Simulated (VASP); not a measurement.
# Ge: single point with PBE

**Experimental background.**

“Electronic and optical properties of SixGe1-x-ySny alloys lattice-matched to Ge”, 2021, arxiv:2109.02782 reports, for a bulk crystal of Ge at 293 K: band gap 0.666 eV (indirect).

The system is Ge.

```
Ge
1.0
     0.00000    2.88053    2.88053
     2.88053    0.00000    2.88053
     2.88053    2.88053    0.00000
Ge
2
Cartesian
  2.8805 2.8805 2.8805
  4.3208 4.3208 4.3208
```

```json
{
  "Program": "VASP 6.6.1",
  "Task": "single point",
  "Functional": "PBE",
  "Potentials or basis": "VASP PAW PBE potentials, release 64 (Ge_d)",
  "Cutoff": "520 eV",
  "k mesh": "14 × 14 × 14",
  "Occupations": "gaussian, width 0.1 eV",
  "Spin": "no spin polarisation"
}
```

* Pressure: -0.1 GPa
* Band gap on the k mesh: zero (filled and empty bands touch)

Levels at points of the mesh, in eV from the Fermi level:
```
           k point  band 11  band 12  band 13  band 14  band 15  band 16  band 17  band 18
(0.00, 0.00, 0.00)   -12.36    -0.44     0.01     0.01     0.01     2.54     2.54     2.54
(0.50, 0.00, 0.00)   -10.40    -7.35    -1.32    -1.32     0.03     3.73     3.73     7.11
(0.50, 0.50, 0.00)    -8.68    -8.68    -2.88    -2.88     0.83     0.83     9.08     9.08
```

Run time: 52 s on 1 thread of AMD EPYC 7R13 Processor (Zen 3), with other jobs on the host, peak memory 0.19 GiB.

Against the measured gap of Ge, 0.666 eV (indirect; 293 K; “Electronic and optical properties of SixGe1-x-ySny alloys lattice-matched to Ge”, 2021, arxiv:2109.02782), the calculated 0.00 eV is off by -0.67 eV. 3 values of this kind are on record (0.666 to 0.807 eV); this one was drawn at random among those near their median. Spin-orbit coupling on Ge is left out. The value is that of PBE on a finite k mesh, which can miss the band edges, without temperature or zero-point motion. Semilocal functionals fall short of measured gaps as a rule.
